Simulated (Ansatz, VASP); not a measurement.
## BAs: VASP beside Ansatz

Contents of INCAR:

```
SYSTEM = BAs
PREC = Accurate
ENCUT = 520
EDIFF = 1E-8
ISMEAR = -1
SIGMA = 0.05
LREAL = .FALSE.
LASPH = .TRUE.
NELM = 80
ALGO = Normal
ISIF = 2
LWAVE = .FALSE.
LCHARG = .FALSE.
GGA = CA
LEFG = .TRUE.
NBANDS = 11
```

File KPOINTS:

```
Automatic mesh
0
G
  13 13 13
  0 0 0
```

Contents of POSCAR:

```
BAs
1.0
    0.0000000000      2.4199312360      2.4199312360
    2.4199312360      0.0000000000      2.4199312360
    2.4199312360      2.4199312360      0.0000000000
B As
1 1
Direct
    0.0000000000      0.0000000000      0.0000000000
    0.7500000000      0.7500000000      0.7500000000
```

Input for Ansatz:

```yaml
crystal:
  lattice:
    - [0.0, 2.419931236, 2.419931236]
    - [2.419931236, 0.0, 2.419931236]
    - [2.419931236, 2.419931236, 0.0]
  atoms:
    - { symbol: B, position: [0.0, 0.0, 0.0] }
    - { symbol: As, position: [0.75, 0.75, 0.75] }
kpoints:
  mp_grid: { grid: [13, 13, 13] }
scf:
  occupations: { method: fermi_dirac, width: 0.05 }
hamiltonian:
  xc: lda
  pseudopotentials: { kind: paw }
output:
  forces: true
  stress: true
  eigenvalues: true
  efg: { contact_densities: true }
```

Change from the starting cell: volume scaled by 1.04, PAW files.

Alike in both runs: task electric field gradients; functional LDA; k mesh 13 × 13 × 13; occupations fermi-dirac, width 0.05 eV; no spin polarisation.

|  | VASP | Ansatz |
| --- | --- | --- |
| version | VASP 6.6.1 | Ansatz 0.2.0 |
| potentials or method | VASP PAW LDA potentials, release 64 (B, As) | PAW with Ansatz's default frozen-core files, scalar-relativistic |
| plane-wave cutoff (eV) | 520 | 420 |
| valence electrons in the cell | 8 | 18 |

Ansatz gave:

| Property | Result |
| --- | --- |
| pressure (GPa) | -8.6 |

**Question.** Which values does VASP return?

**Answer.** Pressure (GPa): -7.9.

LDA's correlation is that of Perdew and Zunger in VASP and of Perdew and Wang (1992) in Ansatz. VASP's potentials hold 8 valence electrons a cell and Ansatz's 18, so a difference there can come from the potentials and not from the codes.
